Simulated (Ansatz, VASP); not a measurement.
# HfTa: VASP beside Ansatz

INCAR

```
SYSTEM = HfTa
ALGO = Normal
EDIFF = 1E-7
ENCUT = 520
GGA = PE
ISIF = 2
ISMEAR = 0
LASPH = .TRUE.
LCHARG = .TRUE.
LELF = .TRUE.
LREAL = .FALSE.
LVHAR = .TRUE.
LWAVE = .FALSE.
NBANDS = 29
NELM = 100
PREC = Accurate
SIGMA = 0.1
```

File KPOINTS:

```
k-points
0
G
  6 6 4
  0 0 0
```

The input POSCAR:

```
HfTa
1.0
    3.9218714609      0.0000000000      0.0000000000
   -1.9609357304      3.3964403155      0.0000000000
    0.0000000000      0.0000000000      6.2807418979
Hf Ta
2 2
Direct
    0.3333333333      0.6666666667      0.0000000000
    0.6666666667      0.3333333333      0.5000000000
    0.3333333333      0.6666666667      0.3821000000
    0.6666666667      0.3333333333      0.8821000000
```

Input for Ansatz:

```yaml
crystal:
  lattice:
    - [3.9218714609, 0.0, 0.0]
    - [-1.9609357304, 3.3964403155, 0.0]
    - [0.0, 0.0, 6.2807418979]
  atoms:
    - { symbol: Hf, position: [0.3333333333, 0.6666666667, 0.0] }
    - { symbol: Hf, position: [0.6666666667, 0.3333333333, 0.5] }
    - { symbol: Ta, position: [0.3333333333, 0.6666666667, 0.3821] }
    - { symbol: Ta, position: [0.6666666667, 0.3333333333, 0.8821] }
basis:
  ecutwfc: 420
kpoints:
  mp_grid: { grid: [6, 6, 4] }
hamiltonian:
  xc: pbe
scf:
  occupations: { method: gaussian, width: 0.1 }
  lower_state_search: "off"
output:
  forces: true
  stress: true
  eigenvalues: true
```

Alike in both runs: task single point; functional PBE; k mesh 6 × 6 × 4; occupations gaussian, width 0.1 eV; no spin polarisation.

|  | VASP | Ansatz |
| --- | --- | --- |
| version | VASP 6.6.1 | Ansatz 0.2.0 |
| potentials or method | VASP PAW PBE potentials, release 64 (Hf_pv, Ta_pv), cutoff 520 eV | scalar-relativistic, plane waves, PAW |
| valence electrons in the cell | 42 | 78 |

|  | VASP | Ansatz | Ansatz less VASP |
| --- | --- | --- | --- |
| gap on the k mesh at the Fermi level (eV) | none | none | - |
| rms of the force components (eV/Å) | 0.558 | 0.569 | +0.0116 |

Atom by atom the forces differ by 0.012 eV/Å (rms over components). A gap of «none» marks a metal or a gap that the smearing closes. The functional is the same, so the differences come from potentials, cutoffs and numerics. VASP's potentials hold 42 valence electrons a cell and Ansatz's 78, so a difference there can come from the potentials and not from the codes.

Spin-orbit coupling is off throughout.
